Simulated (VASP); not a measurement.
Set up this calculation in VASP 6.6.1, as the native input.

| Property | Result |
| --- | --- |
| Task | single point |
| Functional | PBE |
| Potentials or basis | VASP PAW PBE potentials, release 64 (Sn_d, O) |
| Cutoff | 520 eV |
| k mesh | 6 × 6 × 8 |
| Occupations | gaussian, width 0.05 eV |
| Spin | no spin polarisation |
| Dipole correction | no |
| Further INCAR settings | ALGO = Normal; EDIFF = 1e-06; NBANDS = 35 |

The structure of SnO2 lies in POSCAR:

```
SnO2
1.0
    4.6817221066      0.0000000000      0.0000000000
    0.0000000000      4.9732186316      0.0000000000
    0.0000000000      0.0000000000      3.2381666599
Sn O
2 4
Direct
    0.5000000000      0.5000000000      0.5000000000
    0.0000000000      0.0000000000      0.0000000000
    0.3064962475      0.3066616298      0.0000000000
    0.8064962475      0.1933383702      0.5000000000
    0.1935037525      0.8066616298      0.5000000000
    0.6935037525      0.6933383702      0.0000000000
```

This cell differs from its parent crystal: strain -0.0300 x Voigt [1, -1, 0, 0, 0, 0].

These files were run (other wordings do the same):

INCAR

```
SYSTEM = SnO2
PREC = Accurate
ENCUT = 520
EDIFF = 1E-6
ISMEAR = 0
SIGMA = 0.05
LREAL = .False.
LASPH = .True.
NELM = 80
ALGO = Normal
ISIF = 2
LWAVE = .False.
LCHARG = .False.
GGA = PE
NBANDS = 35
```

KPOINTS

```
Automatic mesh
0
Gamma
  6 6 8
  0 0 0
```

Potentials or basis: VASP PAW PBE potentials, release 64 (Sn_d, O).

The run is started by

```bash
$ cat potpaw_PBE.64/Sn_d/POTCAR potpaw_PBE.64/O/POTCAR > POTCAR
$ mpirun -np 1 vasp_std > vasp.out
```

Results of the run:

- Pressure: 0.6 GPa
- Largest force: 0.041 eV/Å
- Band gap on the k mesh: 0.66 eV

Caveat: the cell differs from its parent crystal (strain -0.0300 x Voigt [1, -1, 0, 0, 0, 0]); spin-orbit coupling is left out, which moves the levels of the heavy elements.

Run time: 3.3 min on 1 thread of Intel Xeon 8259CL, with other jobs on the host, peak memory 0.29 GiB.
